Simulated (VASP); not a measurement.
# Te (C2/m) in VASP: notebook, part 2 of 3

VASP 6.6.1.

**3. Relaxation of cell and atoms, PBEsol+D4**

The input, INCAR:

```
PREC = Accurate
ENCUT = 600
EDIFF = 1E-6
ISMEAR = -1
SIGMA = 0.05
LREAL = F
LASPH = T
NELM = 100
ALGO = Normal
ISIF = 3
LWAVE = F
LCHARG = F
GGA = PS
IVDW = 13
IBRION = 2
NSW = 60
EDIFFG = -0.01
```

The input, KPOINTS:

```
regular mesh
0
Gamma
  7 7 5
```

The input, POSCAR:

```
Te
1.0
    3.8202894285     -2.1482026000      0.0000000000
    3.8202894285      2.1482026000      0.0000000000
   -0.0942908673      0.0000000000      5.9760906531
Te
3
Direct
    0.0000000000      0.0000000000      0.0000000000
    0.3094466100      0.3094466100      0.3388094900
    0.6905533900      0.6905533900      0.6611905100
```

Potentials or basis: VASP PAW PBE potentials, release 64 (Te).

Started as:

```sh
$ cat potpaw_PBE.64/Te/POTCAR > POTCAR
$ mpirun -np 1 vasp_std > vasp.out
```

OUTCAR:

```text
PREC = Accurate
   ENCUT = 600
   EDIFF = 1E-6
   ISMEAR = -1
   LREAL = F
   LASPH = T
   NELM = 100
   ISIF = 3
   GGA = PS
   IVDW = 13
   IBRION = 2
   NSW = 60
   EDIFFG = -0.01

 ion  position               nearest neighbor table
   1  0.000  0.000  0.000-   2 3.09   3 3.09   3 3.31   3 3.31   2 3.31   2 3.31
   2  0.309  0.309  0.339-   3 3.03   3 3.03   1 3.09   1 3.31   1 3.31   3 3.47
   3  0.691  0.691  0.661-   2 3.03   2 3.03   1 3.09   1 3.31   1 3.31   2 3.47

  LATTYP: Found a base centered monoclinic cell.
 ALAT       =     7.6405788570
 B/A-ratio  =     0.5623140969
 C/A-ratio  =     0.7822489081
 COS(beta)  =    -0.0157760547

  Lattice vectors:

 A1 = (   3.8202894285,  -2.1482026000,   0.0000000000)
 A2 = (   3.8202894285,   2.1482026000,   0.0000000000)
 A3 = (  -0.0942908673,   0.0000000000,   5.9760906531)

Analysis of symmetry for initial positions (statically):
=====================================================================
 Subroutine PRICEL returns:
 Original cell was already a primitive cell.

 Routine SETGRP: Setting up the symmetry group for a
 base centered monoclinic supercell.

 Subroutine GETGRP returns: Found  4 space group operations
 (whereof  4 operations were pure point group operations)
 out of a pool of  4 trial point group operations.

The static configuration has the point symmetry C_2h.

Analysis of symmetry for dynamics (positions and initial velocities):
=====================================================================
 Subroutine PRICEL returns:
 Original cell was already a primitive cell.

 Routine SETGRP: Setting up the symmetry group for a
 base centered monoclinic supercell.

 Subroutine GETGRP returns: Found  4 space group operations
 (whereof  4 operations were pure point group operations)
 out of a pool of  4 trial point group operations.

The dynamic configuration has the point symmetry C_2h.

 Subroutine INISYM returns: Found  4 space group operations
 (whereof  4 operations are pure point group operations),
 and found     1 'primitive' translations

----------------------------------------------------------------------------------------

                                     Primitive cell

  volume of cell :      98.0886

  direct lattice vectors                    reciprocal lattice vectors
     3.820289429 -2.148202600  0.000000000     0.130880136 -0.232752721  0.002065029
     3.820289429  2.148202600  0.000000000     0.130880136  0.232752721  0.002065029
    -0.094290867  0.000000000  5.976090653     0.000000000  0.000000000  0.167333472

  length of vectors
     4.382851324  4.382851324  5.976834468     0.267035023  0.267035023  0.167333472

  position of ions in fractional coordinates (direct lattice)
     0.000000000  0.000000000  0.000000000
     0.309446610  0.309446610  0.338809490
     0.690553390  0.690553390  0.661190510

  ion indices of the primitive-cell ions
   primitive index   ion index
                 1           1
                 2           2
                 3           3

----------------------------------------------------------------------------------------

 KPOINTS: regular mesh

Automatic generation of k-mesh.
 Grid dimensions read from file:
 generate k-points for:    7    7    5

 Generating k-lattice:

  Cartesian coordinates                     Fractional coordinates (reciprocal lattice)
     0.018697162 -0.033250389  0.000295004     0.142857143  0.000000000  0.000000000
[... 42 lines left out ...]
   number of dos      NEDOS =    301   number of ions     NIONS =      3
   total plane-waves  NPLWV =  62208
   dimension x,y,z NGX =    36 NGY =   36 NGZ =   48
   dimension x,y,z NGXF=    72 NGYF=   72 NGZF=   96
   ions per type =               3
   NGX,Y,Z   is equivalent  to a cutoff of  13.66, 13.66, 13.35 a.u.
   NGXF,Y,Z  is equivalent  to a cutoff of  27.31, 27.31, 26.70 a.u.
 SYSTEM =  unknown system
   PREC   = accura    normal or accurate (medium, high low for compatibility)
   ISTART =      0    job   : 0-new  1-cont  2-samecut
   ICHARG =      2    charge: 1-file 2-atom 10-const
   ISPIN  =      1    spin polarized calculation?
   LNONCOLLINEAR =      F non collinear calculations
   LSORBIT =      F    spin-orbit coupling
   LASPH  =      T    aspherical Exc in radial PAW
   ENCUT  =  600.0 eV  44.10 Ry    6.64 a.u.   8.75  8.75 11.94*2*pi/ulx,y,z
   NELM   =    100;   NELMIN=  2; NELMDL= -5     # of ELM steps
   EDIFF  = 0.1E-05   stopping-criterion for ELM
   LREAL  =      F    real-space projection
   EDIFFG = -.1E-01   stopping-criterion for IOM
   NSW    =     60    number of steps for IOM
   IBRION =      2    ionic relax: 0-MD 1-quasi-New 2-CG
   NFREE  =      1    steps in history (QN), initial steepest desc. (CG)
   ISIF   =      3    stress and relaxation
   ISYM   =      2    0-nonsym 1-usesym 2-fastsym
   POTIM  = 0.5000    time-step for ionic-motion
   TEBEG  =    0.0;   TEEND  =   0.0 temperature during run
   PSTRESS=    0.0 pullay stress
   NELECT =      18.0000    total number of electrons
   NUPDOWN=      -1.0000    fix difference up-down
   EMIN   =  10.00;   EMAX   =-10.00  energy-range for DOS
   EFERMI =   0.00;   METHOD = LEGACY
   ISMEAR =    -1;   SIGMA  =   0.05  broadening in eV -4-tet -1-fermi 0-gaus
   EFERMI_NEDOS =   21; number of points for ismear=-14 and -15
   IALGO  =     38    algorithm
   IMIX   =      4    mixing-type and parameters
     AMIX     =   0.40;   BMIX     =  1.00
     AMIX_MAG =   1.60;   BMIX_MAG =  1.00
  volume/ion in A,a.u.               =      32.70       220.64
  Fermi-wavevector in a.u.,A,eV,Ry     =   0.930307  1.758025 11.775440  0.865470
  Thomas-Fermi vector in A             =   2.056681
   LORBIT       =      0    0 simple, 1 ext, 2 COOP (PROOUT), +10 PAW based schemes
   GGA     = PS    functional components
   LHFCALC =     F    Hartree Fock is set to
   AEXX    =    0.0000 exact exchange contribution
   IVDW    =    13    specifies the selected vdW correction
   LEPSILON=     F    determine dielectric tensor
   LRPA    =     F    only Hartree local field effects (RPA)
 conjugate gradient relaxation of ions
 non-spin polarized calculation
  energy-cutoff  :      600.00
  volume of cell :       98.09
 maximum number of plane-waves:      3293
   NGX = 17   NGY = 17   NGZ = 23

--------------------------------------- Ionic step        1  -------------------------------------------

 number of electron      18.0000000 magnetization

 Free energy of the ion-electron system (eV)
  ---------------------------------------------------
  ext. energy  EPLUGINS =         0.00000000
  ---------------------------------------------------
  free energy    TOTEN  =       -10.47704690 eV

  energy without entropy =      -10.46966597  energy(sigma->0) =      -10.47335643

------------------------ aborting loop because EDIFF is reached ----------------------------------------

  DFT-D4 for vdW energy calculation

  Edisp (eV):   -0.84810
[... 108 lines left out ...]
  FREE ENERGIE OF THE ION-ELECTRON SYSTEM (eV)
  ---------------------------------------------------
  free  energy   TOTEN  =       -11.3860757758 eV

  energy  without entropy=      -11.3781400034  energy(sigma->0) =      -11.38210789

[... ionic steps 4 to 15 ...]

--------------------------------------- Ionic step       16  -------------------------------------------

 number of electron      17.9999999 magnetization

------------------------ aborting loop because EDIFF is reached ----------------------------------------
[... 77 lines left out ...]
--------------------------------------- Ionic step       18  -------------------------------------------

 number of electron      17.9999999 magnetization

 Free energy of the ion-electron system (eV)
  ---------------------------------------------------
  ext. energy  EPLUGINS =         0.00000000
  ---------------------------------------------------
  free energy    TOTEN  =       -10.49864474 eV

  energy without entropy =      -10.48831812  energy(sigma->0) =      -10.49348143

 E-fermi :   7.3013     XC(G=0):  -9.7654

 val. band max:        7.3009655918   @ k =  -0.4286   0.2857   0.4000
 cond. band min:       7.3215350857   @ k =   0.4286   0.2857   0.2000
 fundamental gap:      0.0205694939
 Fermi energy:         7.3013470046

 k-point     1 :       0.0000    0.0000    0.0000
  band No.  band energies     occupation
      1      -6.9043      2.00000
      2      -3.3875      2.00000
      3      -3.3258      2.00000
      4       4.7354      2.00000
      5       4.7593      2.00000
      6       5.1025      2.00000
      7       5.2054      2.00000
      8       5.3770      2.00000
      9       5.4395      2.00000
     10       8.4243      0.00000
     11       8.4485      0.00000
     12       9.0528      0.00000
     13      12.0314      0.00000
[... 354 lines left out ...]
  band No.  band energies     occupation
      1      -6.5691      2.00000
      2      -4.4517      2.00000
      3      -2.2122      2.00000
      4       3.1481      2.00000
      5       4.4075      2.00000
      6       4.5513      2.00000
      7       5.2244      2.00000
      8       5.4035      2.00000
      9       5.9348      2.00000
     10       8.3931      0.00000
     11       8.7031      0.00000
     12       9.1149      0.00000
     13      11.4483      0.00000

 [... further k-points ...]

------------------------ aborting loop because EDIFF is reached ----------------------------------------

  DFT-D4 for vdW energy calculation

  Edisp (eV):   -0.91071
[... 26 lines left out ...]
  FREE ENERGIE OF THE ION-ELECTRON SYSTEM (eV)
  ---------------------------------------------------
  free  energy   TOTEN  =       -11.4093588500 eV

  energy  without entropy=      -11.3990322315  energy(sigma->0) =      -11.40419554

 reached required accuracy - stopping structural energy minimisation
```

OSZICAR:

```text
N       E                     dE             d eps       ncg     rms          rms(c)
DAV:   1     0.784794298725E+02    0.78479E+02   -0.71886E+03  1872   0.124E+03
DAV:   2    -0.511130065235E+01   -0.83591E+02   -0.80150E+02  2520   0.165E+02
DAV:   3    -0.104050282764E+02   -0.52937E+01   -0.52309E+01  2317   0.447E+01
[... 129 lines left out ...]
DAV:   1    -0.104986644589E+02    0.19760E-03   -0.30041E-03  1902   0.307E-01    0.602E-02
DAV:   2    -0.104986533216E+02    0.11137E-04   -0.11417E-04  2082   0.673E-02    0.161E-02
DAV:   3    -0.104986462186E+02    0.71030E-05   -0.84026E-06  2132   0.189E-02    0.919E-03
DAV:   4    -0.104986447166E+02    0.15020E-05   -0.47700E-06  1972   0.127E-02    0.332E-03
DAV:   5    -0.104986447396E+02   -0.23014E-07   -0.26945E-07   976   0.344E-03
  18 F= -.11409359E+02 E0= -.11404196E+02  d E =-.341445E-04
```

CONTCAR:

```text
Te
   1.00000000000000
     3.6707297670209029   -2.1024215369012857    0.0152502843209163
     3.6707297670209029    2.1024215369012857    0.0152502843209163
    -0.0656903180514567    0.0000000000000000    5.8911916943294811
  Te
     3
Direct
     1.0000000000000000    1.0000000000000000    0.0000000000000000
     0.3199542959775636    0.3199542959775636    0.3354107872850552
     0.6800457040224366    0.6800457040224366    0.6645892127149449

  0.00000000E+00  0.00000000E+00  0.00000000E+00
  0.00000000E+00  0.00000000E+00  0.00000000E+00
  0.00000000E+00  0.00000000E+00  0.00000000E+00
```

Run time: 24 min. Hardware: 1 thread of AMD EPYC, shared host; peak memory 0.29 GiB.

Results:

```yaml
Free_energy: -11.4094 eV
Relaxed_volume: 30.31 Å³/atom
Relaxed_cell: a = 4.230 Å, b = 4.230 Å, c = 5.892 Å, α = 90.35°, β = 90.35°, γ = 59.60°
Space_group_after_relaxing_to_0.1_Å: C2/m (No. 12)
Energy_gained_by_relaxing: 28.1 meV/atom
Ionic_steps: 18
Pressure_after_relaxing: 0.0 GPa
Largest_force_after_relaxing: 0.010 eV/Å
Band_gap_on_the_k_mesh: zero (bands 9 and 10 overlap by 0.12 eV)
Dispersion_energy_per_atom: -0.304 eV
```

Forces in eV/Å, atoms in the order of the input:
```
Te   0.000  0.000  0.000
Te   0.005  0.000 -0.008
Te  -0.005  0.000  0.008
```

The path:
| step | energy change (eV) | largest force (eV/Å) | pressure (GPa) | volume (Å³) |
| --- | --- | --- | --- | --- |
| 1 | 0.0000 | 0.0965 | -3.16 | 98.09 |
| 2 | -0.0406 | 0.3788 | 2.25 | 89.23 |
| 3 | -0.0609 | 0.2720 | 0.03 | 92.30 |
| 4 | -0.0687 | 0.2195 | -0.01 | 91.97 |
| 5 | -0.0814 | 0.0866 | 0.12 | 90.96 |
| 6 | -0.0825 | 0.0548 | 0.11 | 90.61 |
| 7 | -0.0825 | 0.0454 | 0.16 | 90.46 |
| 8 | -0.0820 | 0.0071 | -0.26 | 91.02 |
| 9 | -0.0835 | 0.0182 | -0.02 | 90.71 |
| 10 | -0.0837 | 0.0136 | 0.05 | 90.67 |
| 11 | -0.0839 | 0.0123 | 0.11 | 90.62 |
| 12 | -0.0838 | 0.0213 | 0.25 | 90.53 |
| 13 | -0.0839 | 0.0144 | 0.16 | 90.59 |
| 14 | -0.0840 | 0.0136 | 0.13 | 90.66 |
| 15 | -0.0842 | 0.0137 | 0.02 | 90.88 |
| 16 | -0.0842 | 0.0147 | -0.02 | 90.97 |
| 17 | -0.0842 | 0.0135 | -0.02 | 90.96 |
| 18 | -0.0842 | 0.0097 | 0.01 | 90.93 |

Final structure:
```
Te
1.0
     3.67073   -2.10242    0.01525
     3.67073    2.10242    0.01525
    -0.06569    0.00000    5.89119
Te
3
Direct
  0.00000 0.00000 0.00000
  0.31995 0.31995 0.33541
  0.68005 0.68005 0.66459
```

Caveat: the PAW data sets were made with another functional, which shifts forces and pressure a little; spin-orbit coupling is left out, which moves the levels of the heavy elements.

**4. Single point, PBEsol**

The input, INCAR:

```
SYSTEM = Te
PREC     = Accurate       ! precision mode
ENCUT    = 520            ! plane-wave cutoff, eV
EDIFF    = 1E-6           ! SCF threshold, eV
ISMEAR   = -1             ! smearing method
SIGMA    = 0.05           ! smearing width, eV
LREAL    = .False.        ! projectors in reciprocal space
LASPH    = .True.         ! aspherical terms in the spheres
NELM     = 60             ! most SCF steps
ALGO     = Normal         ! electronic algorithm
ISIF     = 2              ! what is computed and relaxed
LWAVE    = .False.        ! write WAVECAR
LCHARG   = .False.        ! write CHGCAR
GGA      = PS             ! functional
NBANDS   = 16             ! bands
```

The input, KPOINTS:

```
regular mesh
0
Gamma
  5 5 4
  0 0 0
```

POSCAR is that of step 3.

Started as:

```sh
$ cat potpaw_PBE.64/Te/POTCAR > POTCAR
$ mpirun -np 1 vasp_std > vasp.out
```

Wall time 26 s (1 thread of Intel Xeon 6975P-C (Granite Rapids), shared host); peak memory 0.24 GiB.

The run converged. Its results:

| Quantity | Value |
| --- | --- |
| Free energy | -10.4556 eV |
| Pressure | -1.8 GPa |
| Largest force | 0.025 eV/Å |
| Band gap on the k mesh | zero (bands 9 and 10 overlap by 0.19 eV) |

Forces on the atoms (eV/Å):
```
Te   0.000  0.000  0.000
Te   0.018  0.000  0.017
Te  -0.018  0.000 -0.017
```

Stress tensor (GPa, compression positive):
```
-1.80  0.00 -0.21
 0.00 -1.51  0.00
-0.21  0.00 -2.16
```

Levels at points of the mesh, in eV from the Fermi level:
```tsv
k point	band 5	band 6	band 7	band 8	band 9	band 10	band 11	band 12	band 13	band 14
(0.00, 0.00, 0.00)	-2.73	-2.28	-2.07	-1.67	-1.45	0.94	0.97	1.51	4.64	5.05
(0.00, 0.00, 0.50)	-2.73	-2.65	-1.23	-0.82	-0.38	-0.21	-0.15	0.14	3.69	4.86
```

Caveat: the PAW data sets were made with another functional, which shifts forces and pressure a little; spin-orbit coupling is left out, which moves the levels of the heavy elements.

**5. Single point, PBEsol, non-collinear spin, zero start, spin-orbit coupling**

The input, INCAR:

```
SYSTEM = Te
PREC     = Accurate       ! precision mode
ENCUT    = 520            ! plane-wave cutoff, eV
EDIFF    = 1E-6           ! SCF threshold, eV
ISMEAR   = -1             ! smearing method
SIGMA    = 0.05           ! smearing width, eV
LREAL    = .FALSE.        ! projectors in reciprocal space
LASPH    = .TRUE.         ! aspherical terms in the spheres
NELM     = 150            ! most SCF steps
ALGO     = Normal         ! electronic algorithm
ISIF     = 2              ! what is computed and relaxed
LWAVE    = .FALSE.        ! write WAVECAR
LCHARG   = .FALSE.        ! write CHGCAR
MAGMOM   = 0 0 0 0 0 0 0 0 0 ! initial moments
LORBIT   = 11             ! projections on sites
LSORBIT  = .TRUE.         ! spin-orbit coupling
GGA_COMPAT= .FALSE.      
LORBMOM  = .TRUE.       
GGA      = PS             ! functional
NBANDS   = 31             ! bands
```

The input, KPOINTS:

```
regular mesh
0
G
  5 5 4
  0 0 0
```

POSCAR is that of step 4.

Started as:

```sh
$ cat potpaw_PBE.64/Te/POTCAR > POTCAR
$ mpirun -np 1 vasp_ncl > vasp.out
```

Run time: 2.1 min. Hardware: 1 thread of Intel Xeon 6975P-C (Granite Rapids), shared host; peak memory 0.53 GiB.

Results (log left out):

- Free energy: -10.8191 eV
- Pressure: -1.5 GPa
- Largest force: 0.038 eV/Å
- Net moment: 0.00 μB per cell
- Valence electrons inside the program's atomic spheres: Te 3.26

Forces in eV/Å, atoms in the order of the input:
```
Te   0.000  0.000  0.000
Te   0.038  0.000  0.005
Te  -0.038  0.000 -0.005
```

Stress tensor (GPa, compression positive):
```
-1.52  0.00 -0.23
 0.00 -1.22  0.00
-0.23  0.00 -1.79
```

Moments on the atoms (μB; x, y, z):
```
Te  0.00 0.00 0.00
Te  0.00 0.00 0.00
Te  0.00 0.00 0.00
```

Caveat: the PAW data sets were made with another functional, which shifts forces and pressure a little.

(Part 2 of 3 ends here.)
